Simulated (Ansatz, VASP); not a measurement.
**Ge in VASP and in Ansatz**

Contents of INCAR:

```
SYSTEM = Ge
ALGO = Normal ; EDIFF = 1E-7
ENCUT = 520 ; ISIF = 2
ISMEAR = -1 ; LASPH = .TRUE.
LCHARG = .FALSE. ; LREAL = .FALSE.
LWAVE = .FALSE. ; NBANDS = 21
NELM = 80 ; PREC = Accurate
SIGMA = 0.05
```

Contents of KPOINTS:

```
k-points
0
G
  11 11 11
  0 0 0
```

POSCAR

```
Ge
1.0
   -2.4449470096      2.5967485709      1.4076133202
    2.4449470096     -2.5967485709      1.4076133202
    2.4449470096      2.5967485709     -1.4076133202
Ge
2
Direct
    0.3140570000      0.0640570000      0.2500000000
    0.6859430000      0.9359430000      0.7500000000
```

File input.yaml:

```yaml
crystal:
  lattice:
    - [-2.4449470096, 2.5967485709, 1.4076133202]
    - [2.4449470096, -2.5967485709, 1.4076133202]
    - [2.4449470096, 2.5967485709, -1.4076133202]
  atoms:
    - { symbol: Ge, position: [0.314057, 0.064057, 0.25] }
    - { symbol: Ge, position: [0.685943, 0.935943, 0.75] }
hamiltonian:
  xc: lda
  pseudopotentials: { kind: paw }
kpoints:
  mp_grid: { grid: [11, 11, 11] }
scf:
  occupations: { method: fermi_dirac, width: 0.05 }
output:
  forces: true
  stress: true
  eigenvalues: true
```

Alike in both runs: task single point; functional LDA; k mesh 11 × 11 × 11; occupations fermi-dirac, width 0.05 eV; no spin polarisation.

|  | VASP | Ansatz |
| --- | --- | --- |
| version | VASP 6.6.1 | Ansatz 0.2.0 |
| potentials or method | VASP PAW LDA potentials, release 64 (Ge_d) | Ansatz PAW |
| plane-wave cutoff (eV) | 520 | 420 |
| valence electrons in the cell | 28 | 28 |

```csv
,VASP,Ansatz,Ansatz less VASP
gap on the k mesh at the Fermi level (eV),none,none,-
pressure (GPa),0.4,0.3,-0.05
"traceless stress, the component that is largest in VASP (GPa)",1.30,1.31,+0.010
rms of the force components (eV/Å),0.036,0.036,-0.0003
```

LDA's correlation is that of Perdew and Zunger in VASP and of Perdew and Wang (1992) in Ansatz. Atom by atom the forces differ by 0.000 eV/Å (rms over components). A gap of «none» marks a metal or a gap that the smearing closes.
